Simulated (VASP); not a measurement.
Wanted: the native input for a VASP 6.6.1 run.

```
Task                   : single point
Functional             : r2SCAN
Potentials or basis    : VASP PAW PBE potentials, release 64 (Cd, Au)
Cutoff                 : 520 eV
k mesh                 : 12 × 12 × 12
Occupations            : gaussian, width 0.1 eV
Spin                   : no spin polarisation
Dipole correction      : no
Further INCAR settings : ALGO = Normal; EDIFF = 1e-06; NBANDS = 18
```

CdAu:

```
Cd Au
1.0
     3.38530    0.00000    0.00000
     0.00000    3.38530    0.00000
     0.00000    0.00000    3.38530
Cd Au
1 1
Direct
  0.50000 0.50000 0.50000
  0.00000 0.00000 0.00000
```

This cell differs from its parent crystal: volume scaled by 1.03.

These files were run (other wordings do the same):

POSCAR

```
CdAu
1.0
    3.3853036863      0.0000000000      0.0000000000
    0.0000000000      3.3853036863      0.0000000000
    0.0000000000      0.0000000000      3.3853036863
Cd Au
1 1
Direct
    0.5000000000      0.5000000000      0.5000000000
    0.0000000000      0.0000000000      0.0000000000
```

INCAR.step1

```
PREC = Accurate
ENCUT = 520
ISMEAR = 0
SIGMA = 0.1
LREAL = False
LASPH = True
NELM = 60
NBANDS = 18
GGA = PE
ALGO = Normal
EDIFF = 1E-4
LWAVE = True
LCHARG = False
```

INCAR.step2

```
PREC = Accurate
ENCUT = 520
EDIFF = 1E-6
ISMEAR = 0
SIGMA = 0.1
LREAL = False
LASPH = True
NELM = 60
ALGO = Normal
ISIF = 2
LWAVE = False
LCHARG = False
METAGGA = R2SCAN
LMIXTAU = True
NBANDS = 18
ISTART = 1
```

KPOINTS

```
Automatic mesh
0
Gamma
  12 12 12
```

Potentials or basis: VASP PAW PBE potentials, release 64 (Cd, Au).

Run with:

```sh
$ cat potpaw_PBE.64/Cd/POTCAR potpaw_PBE.64/Au/POTCAR > POTCAR
$ cp INCAR.step1 INCAR
$ mpirun -np 1 vasp_std > vasp.out
$ cp INCAR.step2 INCAR
$ mpirun -np 1 vasp_std > vasp.out
```

It gave:

The pressure is -2.3 GPa.

Caveat: the PAW data sets were made with another functional, which shifts forces and pressure a little.

Wall time 77 s on 1 thread of Intel(R) Xeon(R) 6975P-C (Granite Rapids), with other jobs on the host, peak memory 0.21 GiB.
